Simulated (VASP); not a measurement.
# CdBr3 (R-3m) in VASP: a series of runs

CdBr3 is run at these levels: PBE; tasks: single point.

Program: VASP 6.6.1. These are calculated values, not measurements. Logs are shortened: lines on timing, memory, paths and dates and some standing lists are left out, and cuts for length are marked.

## Step 1: The cell of the first run

Symmetry: R-3m, No. 166, trigonal system. Conventional cell: a = 8.742 Å, b = 8.742 Å, c = 5.371 Å, α = 90.00°, β = 90.00°, γ = 120.00°. Cd (site symmetry -3m) has 6 Br at 3.09 Å within 4.1 Å. Br (site symmetry 2/m) has 2 Cd at 3.09 Å and 4 Br at 3.09 Å within 4.1 Å.

The cell was generated, and may not be a known phase.

## Step 2: Single point, PBE

Contents of INCAR:

```
SYSTEM = CdBr3
PREC     = Accurate       ! precision mode
ENCUT    = 520            ! plane-wave cutoff, eV
EDIFF    = 1E-6           ! SCF threshold, eV
ISMEAR   = 0              ! smearing method
SIGMA    = 0.1            ! smearing width, eV
LREAL    = .False.        ! projectors in reciprocal space
LASPH    = .True.         ! aspherical terms in the spheres
NELM     = 60             ! most SCF steps
ALGO     = Normal         ! electronic algorithm
ISIF     = 2              ! what is computed and relaxed
LWAVE    = .False.        ! write WAVECAR
LCHARG   = .False.        ! write CHGCAR
GGA      = PE             ! functional
NBANDS   = 24             ! bands
```

Contents of KPOINTS:

```
Automatic mesh
0
Gamma
  12 12 12
  0 0 0
```

Contents of POSCAR:

```
CdBr3
1.0
    4.3708066646      2.5234864034      1.7903061243
   -4.3708066646      2.5234864034      1.7903061243
    0.0000000000     -5.0469728098      1.7903061199
Cd Br
1 3
Direct
    0.0000000000      0.0000000000      0.0000000000
    0.0000000000      0.5000000000      0.5000000000
    0.5000000000      0.5000000000      0.0000000000
    0.5000000000      0.0000000000      0.5000000000
```

Potentials or basis: VASP PAW PBE potentials, release 64 (Cd, Br).

On the command line:

```
$ cat potpaw_PBE.64/Cd/POTCAR potpaw_PBE.64/Br/POTCAR > POTCAR
$ mpirun -np 1 vasp_std > vasp.out
```

OUTCAR:

```text
SYSTEM = CdBr3
   PREC = Accurate
   ENCUT = 520
   EDIFF = 1E-6
   ISMEAR = 0
   LREAL = .False.
   LASPH = .True.
   NELM = 60
   ISIF = 2
   GGA = PE

 ion  position               nearest neighbor table
   1  0.000  0.000  0.000-   2 3.09   4 3.09   2 3.09   4 3.09   3 3.09   3 3.09
   2  0.000  0.500  0.500-   1 3.09   1 3.09
   3  0.500  0.500  0.000-   1 3.09   1 3.09
   4  0.500  0.000  0.500-   1 3.09   1 3.09

  LATTYP: Found a trigonal (rhomboedric) cell.
 ALAT       =     5.3551032246
 COS(alpha) =    -0.3323474515

  Lattice vectors:

 A1 = (   4.3708066646,   2.5234864034,   1.7903061243)
 A2 = (  -4.3708066646,   2.5234864034,   1.7903061243)
 A3 = (   0.0000000000,  -5.0469728098,   1.7903061199)

Analysis of symmetry for initial positions (statically):
=====================================================================
 Subroutine PRICEL returns:
 Original cell was already a primitive cell.

 Routine SETGRP: Setting up the symmetry group for a
 trigonal (rhombohedral) supercell.

 Subroutine GETGRP returns: Found 12 space group operations
 (whereof 12 operations were pure point group operations)
 out of a pool of 12 trial point group operations.

The static configuration has the point symmetry D_3d.

Analysis of symmetry for dynamics (positions and initial velocities):
=====================================================================
 Subroutine PRICEL returns:
 Original cell was already a primitive cell.

 Routine SETGRP: Setting up the symmetry group for a
 trigonal (rhombohedral) supercell.

 Subroutine GETGRP returns: Found 12 space group operations
 (whereof 12 operations were pure point group operations)
 out of a pool of 12 trial point group operations.

The dynamic configuration has the point symmetry D_3d.

 Subroutine INISYM returns: Found 12 space group operations
 (whereof 12 operations are pure point group operations),
 and found     1 'primitive' translations

----------------------------------------------------------------------------------------

                                     Primitive cell

  volume of cell :     118.4789

  direct lattice vectors                    reciprocal lattice vectors
     4.370806665  2.523486403  1.790306124     0.114395360  0.066046192  0.186187898
    -4.370806665  2.523486403  1.790306124    -0.114395360  0.066046192  0.186187898
     0.000000000 -5.046972810  1.790306120     0.000000000 -0.132092383  0.186187898

  length of vectors
     5.355103225  5.355103225  5.355103225     0.228285635  0.228285635  0.228285635

  position of ions in fractional coordinates (direct lattice)
     0.000000000  0.000000000  0.000000000
     0.000000000  0.500000000  0.500000000
     0.500000000  0.500000000  0.000000000
     0.500000000  0.000000000  0.500000000

  ion indices of the primitive-cell ions
   primitive index   ion index
                 1           1
                 2           2
                 3           3
                 4           4

----------------------------------------------------------------------------------------

 KPOINTS: Automatic mesh

Automatic generation of k-mesh.
 Grid dimensions read from file:
 generate k-points for:   12   12   12

 Generating k-lattice:

  Cartesian coordinates                     Fractional coordinates (reciprocal lattice)
     0.009532947  0.005503849  0.015515658     0.083333333  0.000000000 -0.000000000
    -0.009532947  0.005503849  0.015515658     0.000000000  0.083333333 -0.000000000
     0.000000000 -0.011007699  0.015515658     0.000000000  0.000000000  0.083333333

  Length of vectors
     0.019023803  0.019023803  0.019023803

  Shift w.r.t. Gamma in fractional coordinates (k-lattice)
     0.000000000  0.000000000  0.000000000

 Subroutine IBZKPT returns following result:
 ===========================================

 Found    189 irreducible k-points:

 Following reciprocal coordinates:
            Coordinates               Weight
  0.000000  0.000000  0.000000      1.000000
  0.083333 -0.000000  0.000000      6.000000
  0.166667 -0.000000  0.000000      6.000000
  0.250000  0.000000  0.000000      6.000000
  0.333333 -0.000000  0.000000      6.000000
  0.416667 -0.000000  0.000000      6.000000
[... 16 lines left out ...]
  0.500000  0.166667 -0.000000     12.000000
 -0.416667  0.166667  0.000000     12.000000
 [... further k-points ...]
   k-points           NKPTS =    189   k-points in BZ     NKDIM =    189   number of bands    NBANDS=     24
   number of dos      NEDOS =    301   number of ions     NIONS =      4
   total plane-waves  NPLWV =  64000
   dimension x,y,z NGX =    40 NGY =   40 NGZ =   40
   dimension x,y,z NGXF=    80 NGYF=   80 NGZF=   80
   ions per type =               1   3
   NGX,Y,Z   is equivalent  to a cutoff of  12.42, 12.42, 12.42 a.u.
   NGXF,Y,Z  is equivalent  to a cutoff of  24.84, 24.84, 24.84 a.u.
 SYSTEM =  CdBr3
   PREC   = accura    normal or accurate (medium, high low for compatibility)
   ISTART =      0    job   : 0-new  1-cont  2-samecut
   ICHARG =      2    charge: 1-file 2-atom 10-const
   ISPIN  =      1    spin polarized calculation?
   LNONCOLLINEAR =      F non collinear calculations
   LSORBIT =      F    spin-orbit coupling
   LASPH  =      T    aspherical Exc in radial PAW
   ENCUT  =  520.0 eV  38.22 Ry    6.18 a.u.   9.96  9.96  9.96*2*pi/ulx,y,z
   NELM   =     60;   NELMIN=  2; NELMDL= -5     # of ELM steps
   EDIFF  = 0.1E-05   stopping-criterion for ELM
   LREAL  =      F    real-space projection
   EDIFFG = 0.1E-04   stopping-criterion for IOM
   NSW    =      0    number of steps for IOM
   IBRION =     -1    ionic relax: 0-MD 1-quasi-New 2-CG
   NFREE  =      0    steps in history (QN), initial steepest desc. (CG)
   ISIF   =      2    stress and relaxation
   ISYM   =      2    0-nonsym 1-usesym 2-fastsym
   POTIM  = 0.5000    time-step for ionic-motion
   TEBEG  =    0.0;   TEEND  =   0.0 temperature during run
   PSTRESS=    0.0 pullay stress
   NELECT =      33.0000    total number of electrons
   NUPDOWN=      -1.0000    fix difference up-down
   EMIN   =  10.00;   EMAX   =-10.00  energy-range for DOS
   EFERMI =   0.00;   METHOD = LEGACY
   ISMEAR =     0;   SIGMA  =   0.10  broadening in eV -4-tet -1-fermi 0-gaus
   EFERMI_NEDOS =   21; number of points for ismear=-14 and -15
   IALGO  =     38    algorithm
   IMIX   =      4    mixing-type and parameters
     AMIX     =   0.40;   BMIX     =  1.00
     AMIX_MAG =   1.60;   BMIX_MAG =  1.00
  volume/ion in A,a.u.               =      29.62       199.88
  Fermi-wavevector in a.u.,A,eV,Ry     =   1.069135  2.020372 15.552127  1.143049
  Thomas-Fermi vector in A             =   2.204805
   LORBIT       =      0    0 simple, 1 ext, 2 COOP (PROOUT), +10 PAW based schemes
   GGA     = PE    functional components
   LHFCALC =     F    Hartree Fock is set to
   AEXX    =    0.0000 exact exchange contribution
   IVDW    =     0    specifies the selected vdW correction
   LEPSILON=     F    determine dielectric tensor
   LRPA    =     F    only Hartree local field effects (RPA)
 non-spin polarized calculation
 Gauss-broadening in eV      SIGMA  =   0.10
  energy-cutoff  :      520.00
  volume of cell :      118.48
 maximum number of plane-waves:      3252
   NGX = 19   NGY = 19   NGZ = 19

 number of electron      32.9999998 magnetization

 Free energy of the ion-electron system (eV)
  ---------------------------------------------------
  ext. energy  EPLUGINS =         0.00000000
  ---------------------------------------------------
  free energy    TOTEN  =        -5.91834789 eV

  energy without entropy =       -5.90204901  energy(sigma->0) =       -5.91019845

 E-fermi :   1.4494     XC(G=0):  -8.7257

 val. band max:        1.4370025437   @ k =  -0.3333   0.3333   0.3333
 cond. band min:       1.4757662398   @ k =  -0.0833   0.0833   0.0000
 fundamental gap:      0.0387636961
 Fermi energy:         1.4494442809

 k-point     1 :       0.0000    0.0000    0.0000
  band No.  band energies     occupation
      1     -14.1359      2.00000
      2     -12.7273      2.00000
      3     -12.7273      2.00000
      4      -7.0432      2.00000
      5      -7.0432      2.00000
      6      -7.0426      2.00000
[... 16 lines left out ...]
     23       8.8508      0.00000
     24       8.8633      0.00000

 k-point     2 :       0.0833   -0.0000    0.0000
  band No.  band energies     occupation
      1     -14.1152      2.00000
      2     -12.7515      2.00000
      3     -12.7303      2.00000
      4      -7.0442      2.00000
      5      -7.0436      2.00000
      6      -7.0420      2.00000
[... 16 lines left out ...]
     23       8.5710      0.00000
     24       8.8979      0.00000

 k-point     3 :       0.1667   -0.0000    0.0000
  band No.  band energies     occupation
      1     -14.0548      2.00000
      2     -12.8216      2.00000
      3     -12.7385      2.00000
      4      -7.0473      2.00000
      5      -7.0468      2.00000
      6      -7.0451      2.00000
[... 16 lines left out ...]
     23       8.2980      0.00000
     24       9.0428      0.00000

 k-point     4 :       0.2500    0.0000    0.0000
  band No.  band energies     occupation
      1     -13.9594      2.00000
      2     -12.9302      2.00000
      3     -12.7496      2.00000
      4      -7.0909      2.00000
      5      -7.0507      2.00000
      6      -7.0487      2.00000
[... 16 lines left out ...]
     23       8.4560      0.00000
     24       9.3301      0.00000

 k-point     5 :       0.3333   -0.0000    0.0000
  band No.  band energies     occupation
      1     -13.8386      2.00000
      2     -13.0641      2.00000
      3     -12.7607      2.00000
      4      -7.1328      2.00000
      5      -7.0595      2.00000
      6      -7.0545      2.00000
[... 451 lines left out ...]
 k-point    22 :       0.4167    0.1667    0.0000
  band No.  band energies     occupation
      1     -13.5920      2.00000
      2     -13.3039      2.00000
      3     -12.7977      2.00000
      4      -7.1626      2.00000
      5      -7.0943      2.00000
      6      -7.0550      2.00000
[... 16 lines left out ...]
     23      10.1630      0.00000
     24      10.4980      0.00000

 k-point    23 :       0.5000    0.1667   -0.0000
  band No.  band energies     occupation
      1     -13.6626      2.00000
      2     -13.2321      2.00000
      3     -12.7931      2.00000
      4      -7.1561      2.00000
      5      -7.0877      2.00000
      6      -7.0543      2.00000
[... 16 lines left out ...]
     23      10.1057      0.00000
     24      10.3586      0.00000

 k-point    24 :      -0.4167    0.1667    0.0000
  band No.  band energies     occupation
      1     -13.7871      2.00000
      2     -13.1047      2.00000
      3     -12.7806      2.00000
      4      -7.1368      2.00000
      5      -7.0712      2.00000
      6      -7.0525      2.00000
[... 16 lines left out ...]
     23       9.4149      0.00000
     24       9.5442      0.00000

 [... further k-points ...]

------------------------ aborting loop because EDIFF is reached ----------------------------------------

  FORCE on cell =-STRESS in cart. coord.  units (eV):
  Direction    XX          YY          ZZ          XY          YZ          ZX
  --------------------------------------------------------------------------------------
  -------------------------------------------------------------------------------------
  Total        0.0227278      0.0227278      0.0112557      0.0000000      0.0000000      0.0000000
  in kB        0.3073459      0.3073459      0.1522091      0.0000000      0.0000000      0.0000000
  external PRESSURE =       0.2556336 kB  Pullay stress =       0.0000000 kB

 VOLUME and BASIS-vectors are now :
 -----------------------------------------------------------------------------
  energy-cutoff  :      520.00
  volume of cell :      118.48
      direct lattice vectors                 reciprocal lattice vectors
     4.370806665  2.523486403  1.790306124     0.114395360  0.066046192  0.186187898
    -4.370806665  2.523486403  1.790306124    -0.114395360  0.066046192  0.186187898
     0.000000000 -5.046972810  1.790306120     0.000000000 -0.132092383  0.186187898

 POSITION                                       TOTAL-FORCE (eV/Angst)
 -----------------------------------------------------------------------------------
      0.00000      0.00000      0.00000         0.000000      0.000000     -0.000000
     -2.18540     -1.26174      1.79031        -0.000000     -0.000000      0.000000
      0.00000      2.52349      1.79031        -0.000000      0.000000      0.000000
      2.18540     -1.26174      1.79031         0.000000     -0.000000     -0.000000
 -----------------------------------------------------------------------------------
    total drift:                                0.000000      0.000000     -0.000000

  FREE ENERGIE OF THE ION-ELECTRON SYSTEM (eV)
  ---------------------------------------------------
  free  energy   TOTEN  =        -5.9183478950 eV

  energy  without entropy=       -5.9020490052  energy(sigma->0) =       -5.91019845
```

Wall time 5.8 min (1 thread of Intel Xeon Platinum 8488C (Sapphire Rapids), shared host); peak memory 0.6 GiB.

What came out:

* Free energy: -5.9183 eV
* Pressure: 0.0 GPa
* Band gap on the k mesh: zero (an odd number of electrons rules out a gap without spin polarisation)

Caveat: an odd number of electrons without spin polarisation forces a metal; a magnetic or distorted state may lie lower.

## Step 3: Single point, PBE

Contents of INCAR:

```
  PREC = Accurate
  ENCUT = 520
  EDIFF = 1E-6
  ISMEAR = 0
  SIGMA = 0.1
  LREAL = False
  LASPH = True
  NELM = 80
  ALGO = Normal
  ISIF = 2
  LWAVE = False
  LCHARG = False
  GGA = PE
  NBANDS = 24
```

Contents of KPOINTS:

```
Automatic mesh
0
Gamma
  12 12 12
```

Changes to POSCAR since step 2:

```diff
@@ -4,3 +4,3 @@
    -4.3708066646      2.5234864034      1.7903061243
-    0.0000000000     -5.0469728098      1.7903061199
+    0.0000000000     -5.0469728098      1.7903061200
 Cd Br
```

Potentials or basis: VASP PAW PBE potentials, release 64 (Cd, Br).

On the command line:

```
$ cat potpaw_PBE.64/Cd/POTCAR potpaw_PBE.64/Br/POTCAR > POTCAR
$ mpirun -np 1 vasp_std > vasp.out
```

Run time: 5.9 min. Hardware: 1 thread of Intel Xeon Platinum 8488C (Sapphire Rapids), shared host; peak memory 0.6 GiB.

The run converged. Its results:

```yaml
Free_energy: -5.9183 eV
Pressure: 0.0 GPa
Band_gap_on_the_k_mesh: zero (an odd number of electrons rules out a gap without spin polarisation)
```

Levels at points of the mesh, in eV from the Fermi level:
```tsv
k point	band 14	band 15	band 16	band 17	band 18	band 19	band 20	band 21
(0.00, 0.00, 0.00)	-3.19	-1.56	0.15	0.15	0.15	5.02	5.02	5.02
(0.50, 0.00, 0.00)	-2.40	-2.37	-1.83	0.21	1.48	3.74	4.33	5.40
(0.50, 0.50, 0.00)	-2.40	-2.37	-1.83	0.21	1.48	3.74	4.33	5.40
(0.50, 0.50, 0.50)	-2.65	-1.34	0.25	0.25	0.25	6.80	6.80	6.82
```

Caveat: an odd number of electrons without spin polarisation forces a metal; a magnetic or distorted state may lie lower.

The gap in the log of VASP goes by the Fermi energy; the results here count the filled bands.